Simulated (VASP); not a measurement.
# Zn5CdO6 (P-4m2) in VASP: a series of runs

Runs on Zn5CdO6. Level: PBE. Tasks: single point.

Program: VASP 6.6.1. These are calculated values, not measurements. Logs are shortened: lines on timing, memory, paths and dates and some standing lists are left out, and cuts for length are marked.

**1. The cell of the first run**

Symmetry: P-4m2, No. 115, tetragonal system. Conventional cell: a = 3.313 Å, b = 3.313 Å, c = 14.194 Å, α = 90.00°, β = 90.00°, γ = 90.00°. Zn (site symmetry 2mm) has 4 O at 2.00 to 2.01 Å within 2.7 Å. Zn (site symmetry 2mm) has 4 O at 2.00 to 2.01 Å within 2.7 Å. Zn (site symmetry -4m2) has 4 O at 2.00 Å within 2.7 Å. Cd (site symmetry -4m2) has 4 O at 2.21 Å within 2.9 Å. O (site symmetry 2mm) has 4 Zn at 2.00 to 2.01 Å within 2.7 Å. Within 2.7 Å of O (site symmetry 2mm) lie 2 Zn at 2.00 Å and 2 Cd at 2.21 Å. Within 2.7 Å of O (site symmetry 2mm) lie 4 Zn at 2.00 to 2.01 Å.

**2. Single point, PBE**

INCAR

```
SYSTEM = Zn5CdO6
PREC = Accurate
ENCUT = 520
EDIFF = 1E-7
ISMEAR = 0
SIGMA = 0.02
LREAL = .FALSE.
LASPH = .TRUE.
NELM = 60
ALGO = Normal
ISIF = 2
LWAVE = .FALSE.
LCHARG = .TRUE.
GGA = PE
LELF = .TRUE.
LVHAR = .TRUE.
NBANDS = 66
```

KPOINTS

```
regular mesh
0
G
  10 10 4
  0 0 0
```

POSCAR

```
Zn5CdO6
1.0
    3.3128702000      0.0000000000      0.0000000000
    0.0000000000      3.3128702000      0.0000000000
    0.0000000000      0.0000000000     14.1937599000
Zn Cd O
5 1 6
Direct
    0.0000000000      0.0000000000      0.6591390000
    0.5000000000      0.5000000000      0.8181850000
    0.5000000000      0.5000000000      0.1818150000
    0.0000000000      0.0000000000      0.3408610000
    0.5000000000      0.5000000000      0.5000000000
    0.0000000000      0.0000000000      0.0000000000
    0.5000000000      0.0000000000      0.7385580000
    0.0000000000      0.5000000000      0.8972570000
    0.5000000000      0.0000000000      0.1027430000
    0.0000000000      0.5000000000      0.2614420000
    0.5000000000      0.0000000000      0.4204640000
    0.0000000000      0.5000000000      0.5795360000
```

Potentials or basis: VASP PAW PBE potentials, release 64 (Zn, Cd, O).

Launch:

```
$ cat potpaw_PBE.64/Zn/POTCAR potpaw_PBE.64/Cd/POTCAR potpaw_PBE.64/O/POTCAR > POTCAR
$ mpirun -np 1 vasp_std > vasp.out
```

OUTCAR:

```text
SYSTEM = Zn5CdO6
   PREC = Accurate
   ENCUT = 520
   EDIFF = 1E-7
   ISMEAR = 0
   LREAL = .FALSE.
   LASPH = .TRUE.
   NELM = 60
   ISIF = 2
   GGA = PE

 ion  position               nearest neighbor table
   1  0.000  0.000  0.659-   7 2.00   7 2.00  12 2.01  12 2.01
   2  0.500  0.500  0.818-   8 2.00   8 2.00   7 2.01   7 2.01
   3  0.500  0.500  0.182-   9 2.00   9 2.00  10 2.01  10 2.01
   4  0.000  0.000  0.341-  10 2.00  10 2.00  11 2.01  11 2.01
   5  0.500  0.500  0.500-  11 2.00  12 2.00  11 2.00  12 2.00
   6  0.000  0.000  0.000-   8 2.21   9 2.21   8 2.21   9 2.21
   7  0.500  0.000  0.739-   1 2.00   1 2.00   2 2.01   2 2.01
   8  0.000  0.500  0.897-   2 2.00   2 2.00   6 2.21   6 2.21
   9  0.500  0.000  0.103-   3 2.00   3 2.00   6 2.21   6 2.21
  10  0.000  0.500  0.261-   4 2.00   4 2.00   3 2.01   3 2.01
  11  0.500  0.000  0.420-   5 2.00   5 2.00   4 2.01   4 2.01
  12  0.000  0.500  0.580-   5 2.00   5 2.00   1 2.01   1 2.01

  LATTYP: Found a simple tetragonal cell.
 ALAT       =     3.3128702000
 C/A-ratio  =     4.2844298276

  Lattice vectors:

 A1 = (   3.3128702000,   0.0000000000,   0.0000000000)
 A2 = (   0.0000000000,   3.3128702000,   0.0000000000)
 A3 = (   0.0000000000,   0.0000000000,  14.1937599000)

Analysis of symmetry for initial positions (statically):
=====================================================================
 Subroutine PRICEL returns:
 Original cell was already a primitive cell.

 Routine SETGRP: Setting up the symmetry group for a
 simple tetragonal supercell.

 Subroutine GETGRP returns: Found  8 space group operations
 (whereof  8 operations were pure point group operations)
 out of a pool of 16 trial point group operations.

The static configuration has the point symmetry D_2d.

Analysis of symmetry for dynamics (positions and initial velocities):
=====================================================================
 Subroutine PRICEL returns:
 Original cell was already a primitive cell.

 Routine SETGRP: Setting up the symmetry group for a
 simple tetragonal supercell.

 Subroutine GETGRP returns: Found  8 space group operations
 (whereof  8 operations were pure point group operations)
 out of a pool of 16 trial point group operations.

The dynamic configuration has the point symmetry D_2d.

 Subroutine INISYM returns: Found  8 space group operations
 (whereof  8 operations are pure point group operations),
 and found     1 'primitive' translations

----------------------------------------------------------------------------------------

                                     Primitive cell

  volume of cell :     155.7781

  direct lattice vectors                    reciprocal lattice vectors
     3.312870200  0.000000000  0.000000000     0.301853058  0.000000000  0.000000000
     0.000000000  3.312870200  0.000000000     0.000000000  0.301853058  0.000000000
     0.000000000  0.000000000 14.193759900     0.000000000  0.000000000  0.070453496

  length of vectors
     3.312870200  3.312870200 14.193759900     0.301853058  0.301853058  0.070453496

  position of ions in fractional coordinates (direct lattice)
     0.000000000  0.000000000  0.659139000
     0.500000000  0.500000000  0.818185000
     0.500000000  0.500000000  0.181815000
     0.000000000  0.000000000  0.340861000
     0.500000000  0.500000000  0.500000000
     0.000000000  0.000000000  0.000000000
     0.500000000  0.000000000  0.738558000
     0.000000000  0.500000000  0.897257000
     0.500000000  0.000000000  0.102743000
     0.000000000  0.500000000  0.261442000
     0.500000000  0.000000000  0.420464000
     0.000000000  0.500000000  0.579536000

  ion indices of the primitive-cell ions
   primitive index   ion index
                 1           1
                 2           2
                 3           3
                 4           4
                 5           5
                 6           6
                 7           7
                 8           8
                 9           9
                10          10
                11          11
                12          12

----------------------------------------------------------------------------------------

 KPOINTS: regular mesh

Automatic generation of k-mesh.
 Grid dimensions read from file:
 generate k-points for:   10   10    4

 Generating k-lattice:

  Cartesian coordinates                     Fractional coordinates (reciprocal lattice)
     0.030185306  0.000000000  0.000000000     0.100000000  0.000000000  0.000000000
     0.000000000  0.030185306  0.000000000     0.000000000  0.100000000  0.000000000
     0.000000000  0.000000000  0.017613374     0.000000000  0.000000000  0.250000000

  Length of vectors
     0.030185306  0.030185306  0.017613374

  Shift w.r.t. Gamma in fractional coordinates (k-lattice)
     0.000000000  0.000000000  0.000000000

 Subroutine IBZKPT returns following result:
 ===========================================

 Found     63 irreducible k-points:

 Following reciprocal coordinates:
            Coordinates               Weight
  0.000000  0.000000  0.000000      1.000000
  0.100000  0.000000  0.000000      4.000000
  0.200000  0.000000  0.000000      4.000000
  0.300000  0.000000  0.000000      4.000000
  0.400000  0.000000  0.000000      4.000000
  0.500000  0.000000  0.000000      2.000000
[... 16 lines left out ...]
  0.100000  0.000000  0.250000      8.000000
  0.200000  0.000000  0.250000      8.000000
 [... further k-points ...]
   k-points           NKPTS =     63   k-points in BZ     NKDIM =     63   number of bands    NBANDS=     66
   number of dos      NEDOS =    301   number of ions     NIONS =     12
   total plane-waves  NPLWV =  84672
   dimension x,y,z NGX =    28 NGY =   28 NGZ =  108
   dimension x,y,z NGXF=    56 NGYF=   56 NGZF=  216
   ions per type =               5   1   6
   NGX,Y,Z   is equivalent  to a cutoff of  14.05, 14.05, 12.65 a.u.
   NGXF,Y,Z  is equivalent  to a cutoff of  28.10, 28.10, 25.30 a.u.
 SYSTEM =  Zn5CdO6
   PREC   = accura    normal or accurate (medium, high low for compatibility)
   ISTART =      0    job   : 0-new  1-cont  2-samecut
   ICHARG =      2    charge: 1-file 2-atom 10-const
   ISPIN  =      1    spin polarized calculation?
   LNONCOLLINEAR =      F non collinear calculations
   LSORBIT =      F    spin-orbit coupling
   LASPH  =      T    aspherical Exc in radial PAW
   ENCUT  =  520.0 eV  38.22 Ry    6.18 a.u.   6.16  6.16 26.39*2*pi/ulx,y,z
   NELM   =     60;   NELMIN=  2; NELMDL= -5     # of ELM steps
   EDIFF  = 0.1E-06   stopping-criterion for ELM
   LREAL  =      F    real-space projection
   EDIFFG = 0.1E-05   stopping-criterion for IOM
   NSW    =      0    number of steps for IOM
   IBRION =     -1    ionic relax: 0-MD 1-quasi-New 2-CG
   NFREE  =      0    steps in history (QN), initial steepest desc. (CG)
   ISIF   =      2    stress and relaxation
   ISYM   =      2    0-nonsym 1-usesym 2-fastsym
   POTIM  = 0.5000    time-step for ionic-motion
   TEBEG  =    0.0;   TEEND  =   0.0 temperature during run
   PSTRESS=    0.0 pullay stress
   NELECT =     108.0000    total number of electrons
   NUPDOWN=      -1.0000    fix difference up-down
   EMIN   =  10.00;   EMAX   =-10.00  energy-range for DOS
   EFERMI =   0.00;   METHOD = LEGACY
   ISMEAR =     0;   SIGMA  =   0.02  broadening in eV -4-tet -1-fermi 0-gaus
   EFERMI_NEDOS =   21; number of points for ismear=-14 and -15
   IALGO  =     38    algorithm
   IMIX   =      4    mixing-type and parameters
     AMIX     =   0.40;   BMIX     =  1.00
     AMIX_MAG =   1.60;   BMIX_MAG =  1.00
  volume/ion in A,a.u.               =      12.98        87.60
  Fermi-wavevector in a.u.,A,eV,Ry     =   1.448930  2.738080 28.564034  2.099397
  Thomas-Fermi vector in A             =   2.566714
   LORBIT       =      0    0 simple, 1 ext, 2 COOP (PROOUT), +10 PAW based schemes
   GGA     = PE    functional components
   LHFCALC =     F    Hartree Fock is set to
   AEXX    =    0.0000 exact exchange contribution
   IVDW    =     0    specifies the selected vdW correction
   LEPSILON=     F    determine dielectric tensor
   LRPA    =     F    only Hartree local field effects (RPA)
 non-spin polarized calculation
 Gauss-broadening in eV      SIGMA  =   0.02
  energy-cutoff  :      520.00
  volume of cell :      155.78
 maximum number of plane-waves:      4248
 NGX is ok and might be reduce to    28
   NGX = 13   NGY = 13   NGZ = 53

 number of electron     108.0000064 magnetization

 Free energy of the ion-electron system (eV)
  ---------------------------------------------------
  ext. energy  EPLUGINS =         0.00000000
  ---------------------------------------------------
  free energy    TOTEN  =       -52.15062976 eV

  energy without entropy =      -52.15062976  energy(sigma->0) =      -52.15062976

 E-fermi :   0.9437     XC(G=0): -10.6313

 val. band max:        0.7987624321   @ k =   0.0000   0.0000   0.0000
 cond. band min:       1.1472770370   @ k =   0.0000   0.0000   0.0000
 fundamental gap:      0.3485146050
 Fermi energy:         0.9437056986

 k-point     1 :       0.0000    0.0000    0.0000
  band No.  band energies     occupation
      1     -16.8728      2.00000
      2     -16.7034      2.00000
      3     -16.5504      2.00000
      4     -16.2674      2.00000
      5     -16.1960      2.00000
      6     -16.0538      2.00000
[... 58 lines left out ...]
     65      12.1036      0.00000
     66      12.3449      0.00000

 k-point     2 :       0.1000    0.0000    0.0000
  band No.  band energies     occupation
      1     -16.8364      2.00000
      2     -16.6736      2.00000
      3     -16.5253      2.00000
      4     -16.2565      2.00000
      5     -16.1880      2.00000
      6     -16.0543      2.00000
[... 1576 lines left out ...]
     65      10.7438      0.00000
     66      11.3141      0.00000

 [... further k-points ...]

------------------------ aborting loop because EDIFF is reached ----------------------------------------

  FORCE on cell =-STRESS in cart. coord.  units (eV):
  Direction    XX          YY          ZZ          XY          YZ          ZX
  --------------------------------------------------------------------------------------
  -------------------------------------------------------------------------------------
  Total        0.9082606      0.9082606      0.9749457      0.0000000      0.0000000      0.0000000
  in kB        9.3414598      9.3414598     10.0273164      0.0000000      0.0000000      0.0000000
  external PRESSURE =       9.5700786 kB  Pullay stress =       0.0000000 kB

 VOLUME and BASIS-vectors are now :
 -----------------------------------------------------------------------------
  energy-cutoff  :      520.00
  volume of cell :      155.78
      direct lattice vectors                 reciprocal lattice vectors
     3.312870200  0.000000000  0.000000000     0.301853058  0.000000000  0.000000000
     0.000000000  3.312870200  0.000000000     0.000000000  0.301853058  0.000000000
     0.000000000  0.000000000 14.193759900     0.000000000  0.000000000  0.070453496

 POSITION                                       TOTAL-FORCE (eV/Angst)
 -----------------------------------------------------------------------------------
      0.00000      0.00000      9.35566         0.000000     -0.000000     -0.000140
      1.65644      1.65644     11.61312         0.000000      0.000000     -0.001887
      1.65644      1.65644      2.58064        -0.000000      0.000000      0.001887
      0.00000      0.00000      4.83810         0.000000     -0.000000      0.000140
      1.65644      1.65644      7.09688         0.000000     -0.000000      0.000000
      0.00000      0.00000      0.00000         0.000000     -0.000000      0.000000
      1.65644      0.00000     10.48291        -0.000000     -0.000000      0.000328
      0.00000      1.65644     12.73545         0.000000     -0.000000     -0.047197
      1.65644      0.00000      1.45831         0.000000     -0.000000      0.047197
      0.00000      1.65644      3.71084         0.000000     -0.000000     -0.000328
      1.65644      0.00000      5.96797        -0.000000     -0.000000     -0.000068
      0.00000      1.65644      8.22579         0.000000     -0.000000      0.000068
 -----------------------------------------------------------------------------------
    total drift:                                0.000000     -0.000000      0.000000

  FREE ENERGIE OF THE ION-ELECTRON SYSTEM (eV)
  ---------------------------------------------------
  free  energy   TOTEN  =       -52.1506297563 eV

  energy  without entropy=      -52.1506297563  energy(sigma->0) =      -52.15062976
```

Wall time 9.2 min (1 thread of Intel Xeon Platinum 8559C (Emerald Rapids), shared host); peak memory 0.61 GiB.

Results:

```yaml
Free_energy: -52.1506 eV
Pressure: 1.0 GPa
Largest_force: 0.047 eV/Å
Band_gap_on_the_k_mesh: 0.35 eV
```

Forces in eV/Å, atoms in the order of the input:
```
Zn   0.000  0.000  0.000
Zn   0.000  0.000 -0.002
Zn   0.000  0.000  0.002
Zn   0.000  0.000  0.000
Zn   0.000  0.000  0.000
Cd   0.000  0.000  0.000
O    0.000  0.000  0.000
O    0.000  0.000 -0.047
O    0.000  0.000  0.047
O    0.000  0.000  0.000
O    0.000  0.000  0.000
O    0.000  0.000  0.000
```

A k mesh can miss the band edges.

**3. Single point, PBE**

INCAR

```
PREC = Accurate
ENCUT = 520
EDIFF = 1E-6
ISMEAR = 0
SIGMA = 0.02
LREAL = F
LASPH = T
NELM = 60
ALGO = Normal
ISIF = 2
LWAVE = F
LCHARG = F
GGA = PE
NBANDS = 66
```

KPOINTS

```
Automatic mesh
0
Gamma
  10 10 4
```

POSCAR is that of step 2.

Potentials or basis: VASP PAW PBE potentials, release 64 (Zn, Cd, O).

Launch:

```
$ cat potpaw_PBE.64/Zn/POTCAR potpaw_PBE.64/Cd/POTCAR potpaw_PBE.64/O/POTCAR > POTCAR
$ mpirun -np 1 vasp_std > vasp.out
```

It took 22 min on 1 thread of Oxide Virtual Turin-like, shared host; peak memory 0.58 GiB.

Results (log left out):

| Item | Value |
| --- | --- |
| Free energy | -52.1506 eV |
| Pressure | 0.9 GPa |
| Largest force | 0.047 eV/Å |
| Band gap on the k mesh | 0.35 eV |

Forces on the atoms (eV/Å):
```
Zn   0.000  0.000  0.000
Zn   0.000  0.000 -0.002
Zn   0.000  0.000  0.002
Zn   0.000  0.000  0.000
Zn   0.000  0.000  0.000
Cd   0.000  0.000  0.000
O    0.000  0.000  0.000
O    0.000  0.000 -0.047
O    0.000  0.000  0.047
O    0.000  0.000  0.000
O    0.000  0.000  0.000
O    0.000  0.000  0.000
```

Levels at points of the mesh, in eV from the valence-band top:
```
           k point  band 52  band 53  band 54  band 55  band 56  band 57
(0.00, 0.00, 0.00)    -0.05     0.00     0.00     0.35     2.25     2.50
(0.50, 0.00, 0.00)    -0.77    -0.77    -0.58     4.44     4.54     5.46
(0.50, 0.50, 0.00)    -1.95    -1.95    -1.94     5.10     5.10     6.28
(0.00, 0.00, 0.50)    -0.15    -0.09    -0.09     1.05     1.37     3.46
(0.50, 0.00, 0.50)    -0.76    -0.68    -0.58     4.43     4.53     5.47
(0.50, 0.50, 0.50)    -1.95    -1.95    -1.94     5.32     5.32     5.71
```

A k mesh can miss the band edges.
